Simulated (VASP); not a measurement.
# Rh (P6_3/mmc) in VASP: notebook

Rh is run at these levels: PBEsol; tasks: single point.

Program: VASP 6.6.1. These are calculated values, not measurements. Logs are shortened: lines on timing, memory, paths and dates and some standing lists are left out, and cuts for length are marked.

### Step 1. The cell of the first run

It takes space group P6_3/mmc (No. 194, hexagonal). The conventional cell has a = 2.261 Å, b = 2.261 Å, c = 3.685 Å, α = 90.00°, β = 90.00°, γ = 120.00°. Within 3.0 Å of Rh (site symmetry -6m2) lie 12 Rh at 2.26 Å.

### Step 2. Single point, PBEsol

Input file INCAR:

```
SYSTEM = Rh
ALGO = Normal ; EDIFF = 1E-7
ENCUT = 520 ; GGA = PS
ISIF = 2 ; ISMEAR = -1
LASPH = .TRUE. ; LCHARG = .FALSE.
LREAL = .FALSE. ; LWAVE = .FALSE.
NBANDS = 22 ; NELM = 100
PREC = Accurate ; SIGMA = 0.1
```

Input file KPOINTS:

```
k-points
0
G
  19 19 11
  0 0 0
```

Input file POSCAR:

```
Rh
1.0
    2.2612814630      0.0000000000      0.0000000000
   -1.1306407315      1.9583271921      0.0000000000
    0.0000000000      0.0000000000      3.6848710406
Rh
2
Direct
    0.3333333333      0.6666666667      0.2500000000
    0.6666666667      0.3333333333      0.7500000000
```

Potentials or basis: VASP PAW PBE potentials, release 64 (Rh_pv).

On the command line:

```
cat potpaw_PBE.64/Rh_pv/POTCAR > POTCAR
mpirun -np 1 vasp_std > vasp.out
```

OUTCAR:

```text
SYSTEM = Rh
   EDIFF = 1E-7
   ENCUT = 520
   GGA = PS
   ISIF = 2
   ISMEAR = -1
   LASPH = .TRUE.
   LREAL = .FALSE.
   NELM = 100
   PREC = Accurate

 ion  position               nearest neighbor table
   1  0.333  0.667  0.250-   2 2.26   2 2.26   2 2.26   2 2.26   2 2.26   2 2.26   2 3.20   2 3.20
                             2 3.20   2 3.20   2 3.20   2 3.20
   2  0.667  0.333  0.750-   1 2.26   1 2.26   1 2.26   1 2.26   1 2.26   1 2.26   1 3.20   1 3.20
                             1 3.20   1 3.20   1 3.20   1 3.20

  LATTYP: Found a hexagonal cell.
 ALAT       =     2.2612814630
 C/A-ratio  =     1.6295499260

  Lattice vectors:

 A1 = (   2.2612814630,   0.0000000000,   0.0000000000)
 A2 = (  -1.1306407315,   1.9583271921,   0.0000000000)
 A3 = (   0.0000000000,   0.0000000000,   3.6848710406)

Analysis of symmetry for initial positions (statically):
=====================================================================
 Subroutine PRICEL returns:
 Original cell was already a primitive cell.

 Routine SETGRP: Setting up the symmetry group for a
 hexagonal supercell.

 Subroutine GETGRP returns: Found 24 space group operations
 (whereof 12 operations were pure point group operations)
 out of a pool of 24 trial point group operations.

The static configuration has the point symmetry D_3d.
 The point group associated with its full space group is D_6h.

Analysis of symmetry for dynamics (positions and initial velocities):
=====================================================================
 Subroutine PRICEL returns:
 Original cell was already a primitive cell.

 Routine SETGRP: Setting up the symmetry group for a
 hexagonal supercell.

 Subroutine GETGRP returns: Found 24 space group operations
 (whereof 12 operations were pure point group operations)
 out of a pool of 24 trial point group operations.

The dynamic configuration has the point symmetry D_3d.
 The point group associated with its full space group is D_6h.

 Subroutine INISYM returns: Found 24 space group operations
 (whereof 12 operations are pure point group operations),
 and found     1 'primitive' translations

----------------------------------------------------------------------------------------

                                     Primitive cell

  volume of cell :      16.3178

  direct lattice vectors                    reciprocal lattice vectors
     2.261281463  0.000000000  0.000000000     0.442227125  0.255319950  0.000000000
    -1.130640731  1.958327192  0.000000000     0.000000000  0.510639899  0.000000000
     0.000000000  0.000000000  3.684871041     0.000000000  0.000000000  0.271379918

  length of vectors
     2.261281463  2.261281463  3.684871041     0.510639899  0.510639899  0.271379918

  position of ions in fractional coordinates (direct lattice)
     0.333333333  0.666666667  0.250000000
     0.666666667  0.333333333  0.750000000

  ion indices of the primitive-cell ions
   primitive index   ion index
                 1           1
                 2           2

----------------------------------------------------------------------------------------

 KPOINTS: k-points

Automatic generation of k-mesh.
 Grid dimensions read from file:
 generate k-points for:   19   19   11

 Generating k-lattice:

  Cartesian coordinates                     Fractional coordinates (reciprocal lattice)
     0.023275112  0.013437892  0.000000000     0.052631579 -0.000000000  0.000000000
     0.000000000  0.026875784  0.000000000     0.000000000  0.052631579  0.000000000
     0.000000000  0.000000000  0.024670902     0.000000000  0.000000000  0.090909091

  Length of vectors
     0.026875784  0.026875784  0.024670902

  Shift w.r.t. Gamma in fractional coordinates (k-lattice)
     0.000000000  0.000000000  0.000000000

 Subroutine IBZKPT returns following result:
 ===========================================

 Found    240 irreducible k-points:

 Following reciprocal coordinates:
            Coordinates               Weight
  0.000000  0.000000  0.000000      1.000000
  0.052632  0.000000  0.000000      6.000000
  0.105263  0.000000  0.000000      6.000000
  0.157895  0.000000  0.000000      6.000000
  0.210526  0.000000  0.000000      6.000000
  0.263158  0.000000  0.000000      6.000000
[... 16 lines left out ...]
  0.263158  0.105263  0.000000     12.000000
  0.315789  0.105263  0.000000     12.000000
 [... further k-points ...]
   k-points           NKPTS =    240   k-points in BZ     NKDIM =    240   number of bands    NBANDS=     22
   number of dos      NEDOS =    301   number of ions     NIONS =      2
   total plane-waves  NPLWV =   9072
   dimension x,y,z NGX =    18 NGY =   18 NGZ =   28
   dimension x,y,z NGXF=    36 NGYF=   36 NGZF=   56
   ions per type =               2
   NGX,Y,Z   is equivalent  to a cutoff of  13.23, 13.23, 12.63 a.u.
   NGXF,Y,Z  is equivalent  to a cutoff of  26.47, 26.47, 25.26 a.u.
 SYSTEM =  Rh
   PREC   = accura    normal or accurate (medium, high low for compatibility)
   ISTART =      0    job   : 0-new  1-cont  2-samecut
   ICHARG =      2    charge: 1-file 2-atom 10-const
   ISPIN  =      1    spin polarized calculation?
   LNONCOLLINEAR =      F non collinear calculations
   LSORBIT =      F    spin-orbit coupling
   LASPH  =      T    aspherical Exc in radial PAW
   ENCUT  =  520.0 eV  38.22 Ry    6.18 a.u.   4.20  4.20  6.85*2*pi/ulx,y,z
   NELM   =    100;   NELMIN=  2; NELMDL= -5     # of ELM steps
   EDIFF  = 0.1E-06   stopping-criterion for ELM
   LREAL  =      F    real-space projection
   EDIFFG = 0.1E-05   stopping-criterion for IOM
   NSW    =      0    number of steps for IOM
   IBRION =     -1    ionic relax: 0-MD 1-quasi-New 2-CG
   NFREE  =      0    steps in history (QN), initial steepest desc. (CG)
   ISIF   =      2    stress and relaxation
   ISYM   =      2    0-nonsym 1-usesym 2-fastsym
   POTIM  = 0.5000    time-step for ionic-motion
   TEBEG  =    0.0;   TEEND  =   0.0 temperature during run
   PSTRESS=    0.0 pullay stress
   NELECT =      30.0000    total number of electrons
   NUPDOWN=      -1.0000    fix difference up-down
   EMIN   =  10.00;   EMAX   =-10.00  energy-range for DOS
   EFERMI =   0.00;   METHOD = LEGACY
   ISMEAR =    -1;   SIGMA  =   0.10  broadening in eV -4-tet -1-fermi 0-gaus
   EFERMI_NEDOS =   21; number of points for ismear=-14 and -15
   IALGO  =     38    algorithm
   IMIX   =      4    mixing-type and parameters
     AMIX     =   0.40;   BMIX     =  1.00
     AMIX_MAG =   1.60;   BMIX_MAG =  1.00
  volume/ion in A,a.u.               =       8.16        55.06
  Fermi-wavevector in a.u.,A,eV,Ry     =   2.005524  3.789891 54.724352  4.022126
  Thomas-Fermi vector in A             =   3.019728
   LORBIT       =      0    0 simple, 1 ext, 2 COOP (PROOUT), +10 PAW based schemes
   GGA     = PS    functional components
   LHFCALC =     F    Hartree Fock is set to
   AEXX    =    0.0000 exact exchange contribution
   IVDW    =     0    specifies the selected vdW correction
   LEPSILON=     F    determine dielectric tensor
   LRPA    =     F    only Hartree local field effects (RPA)
 non-spin polarized calculation
  energy-cutoff  :      520.00
  volume of cell :       16.32
 maximum number of plane-waves:       458
 NGX is ok and might be reduce to    18
   NGX =  9   NGY =  9   NGZ = 13

 number of electron      30.0000004 magnetization

 Free energy of the ion-electron system (eV)
  ---------------------------------------------------
  ext. energy  EPLUGINS =         0.00000000
  ---------------------------------------------------
  free energy    TOTEN  =        -5.53697250 eV

  energy without entropy =       -5.48944089  energy(sigma->0) =       -5.51320669

 E-fermi :  24.4832     XC(G=0): -17.8365

 val. band max:       24.4825749223   @ k =   0.3684   0.0000   0.0909
 cond. band min:      24.4957580861   @ k =   0.2105   0.0526   0.3636
 fundamental gap:      0.0131831639
 Fermi energy:        24.4831986659

 k-point     1 :       0.0000    0.0000    0.0000
  band No.  band energies     occupation
      1     -26.8712      2.00000
      2     -23.4646      2.00000
      3     -23.4646      2.00000
      4     -22.9679      2.00000
      5     -22.9679      2.00000
      6     -22.9652      2.00000
[... 14 lines left out ...]
     21      41.1822      0.00000
     22      43.2975      0.00000

 k-point     2 :       0.0526    0.0000    0.0000
  band No.  band energies     occupation
      1     -26.8383      2.00000
      2     -23.5532      2.00000
      3     -23.4922      2.00000
      4     -23.0573      2.00000
      5     -22.9789      2.00000
      6     -22.9777      2.00000
[... 14 lines left out ...]
     21      41.4312      0.00000
     22      43.3079      0.00000

 k-point     3 :       0.1053    0.0000    0.0000
  band No.  band energies     occupation
      1     -26.7414      2.00000
      2     -23.8073      2.00000
      3     -23.5699      2.00000
      4     -23.3112      2.00000
      5     -23.0157      2.00000
      6     -23.0121      2.00000
[... 14 lines left out ...]
     21      42.0978      0.00000
     22      43.3218      0.00000

 k-point     4 :       0.1579    0.0000    0.0000
  band No.  band energies     occupation
      1     -26.5850      2.00000
      2     -24.1945      2.00000
      3     -23.6913      2.00000
      4     -23.6856      2.00000
      5     -23.0806      2.00000
      6     -23.0665      2.00000
[... 14 lines left out ...]
     21      42.7744      0.00000
     22      43.3137      0.00000

 k-point     5 :       0.2105    0.0000    0.0000
  band No.  band energies     occupation
      1     -26.3771      2.00000
      2     -24.6668      2.00000
      3     -24.1455      2.00000
      4     -23.8233      2.00000
      5     -23.1738      2.00000
      6     -23.1378      2.00000
[... 417 lines left out ...]
 k-point    22 :       0.2105    0.1053    0.0000
  band No.  band energies     occupation
      1     -26.0481      2.00000
      2     -25.1616      2.00000
      3     -24.8315      2.00000
      4     -23.9832      2.00000
      5     -23.3842      2.00000
      6     -23.3378      2.00000
[... 14 lines left out ...]
     21      43.2425      0.00000
     22      43.3091      0.00000

 k-point    23 :       0.2632    0.1053    0.0000
  band No.  band energies     occupation
      1     -25.7806      2.00000
      2     -25.6062      2.00000
      3     -25.1634      2.00000
      4     -24.1840      2.00000
      5     -23.4883      2.00000
      6     -23.4872      2.00000
[... 14 lines left out ...]
     21      41.6948      0.00000
     22      43.2892      0.00000

 k-point    24 :       0.3158    0.1053    0.0000
  band No.  band energies     occupation
      1     -25.9838      2.00000
      2     -25.5085      2.00000
      3     -25.4440      2.00000
      4     -24.3525      2.00000
      5     -23.6586      2.00000
      6     -23.5748      2.00000
[... 14 lines left out ...]
     21      40.2058      0.00000
     22      41.9743      0.00000

 [... further k-points ...]
[... 5 lines left out ...]
  --------------------------------------------------------------------------------------
  -------------------------------------------------------------------------------------
  Total       52.5515196     52.5515196     52.5673548     -0.0000000      0.0000000      0.0000000
  in kB     5159.8097737   5159.8097739   5161.3645603     -0.0000000      0.0000000      0.0000000
  external PRESSURE =    5160.3280359 kB  Pullay stress =       0.0000000 kB

 VOLUME and BASIS-vectors are now :
 -----------------------------------------------------------------------------
  energy-cutoff  :      520.00
  volume of cell :       16.32
      direct lattice vectors                 reciprocal lattice vectors
     2.261281463  0.000000000  0.000000000     0.442227125  0.255319950  0.000000000
    -1.130640731  1.958327192  0.000000000     0.000000000  0.510639899  0.000000000
     0.000000000  0.000000000  3.684871041     0.000000000  0.000000000  0.271379918

 POSITION                                       TOTAL-FORCE (eV/Angst)
 -----------------------------------------------------------------------------------
     -0.00000      1.30555      0.92122        -0.000000      0.000000      0.000000
      1.13064      0.65278      2.76365         0.000000     -0.000000      0.000000
 -----------------------------------------------------------------------------------
    total drift:                               -0.000000      0.000000     -0.000000

  FREE ENERGIE OF THE ION-ELECTRON SYSTEM (eV)
  ---------------------------------------------------
  free  energy   TOTEN  =        -5.5369724979 eV

  energy  without entropy=       -5.4894408871  energy(sigma->0) =       -5.51320669
```

It took 2.3 min on 1 thread of Intel Xeon 8259CL, shared host; peak memory 0.18 GiB.

Results:

* Free energy: -5.5370 eV
* Pressure: 516.0 GPa
* Band gap on the k mesh: zero (band 15 reaches 26.06 eV, above the bottom of band 16 at 20.90 eV)

Stress tensor (GPa, compression positive):
```
515.98   0.00   0.00
  0.00 515.98   0.00
  0.00   0.00 516.14
```

Caveat: the PAW data sets were made with another functional, which shifts forces and pressure a little.

[end of part 1 of 2]
